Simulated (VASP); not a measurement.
W, 1 atom in the cell. Symmetry: Im-3m, No. 229, cubic system. The conventional cell has a = 3.150 Å, b = 3.150 Å, c = 3.150 Å, α = 90.00°, β = 90.00°, γ = 90.00°. W (site symmetry m-3m) has 14 W at 2.73 to 3.15 Å within 3.6 Å. 

* Program: VASP 6.6.1
* Task: single point
* Functional: revPBE
* Dispersion: D3(BJ)
* Potentials or basis: VASP PAW PBE potentials, release 64 (W_sv)
* Cutoff: 520 eV
* k mesh: 12 × 12 × 12
* Occupations: fermi-dirac, width 0.05 eV
* Spin: no spin polarisation
* Dipole correction: no
* Further INCAR settings: ALGO = Normal; EDIFF = 1e-06; NBANDS = 13

Potentials or basis: VASP PAW PBE potentials, release 64 (W_sv).

Run with:

```console
$ cat potpaw_PBE.64/W_sv/POTCAR > POTCAR
$ mpirun -np 1 vasp_std > vasp.out
```

Hardware: 1 thread of Intel(R) Xeon(R) 6975P-C (Granite Rapids), on a shared host.

**Question.** How long does it take, and how much memory?

**Answer.** It took 4.5 s on 1 thread of Intel(R) Xeon(R) 6975P-C (Granite Rapids), with other jobs on the host, peak memory 0.14 GiB. Counts: scf iterations 11, k points 72.
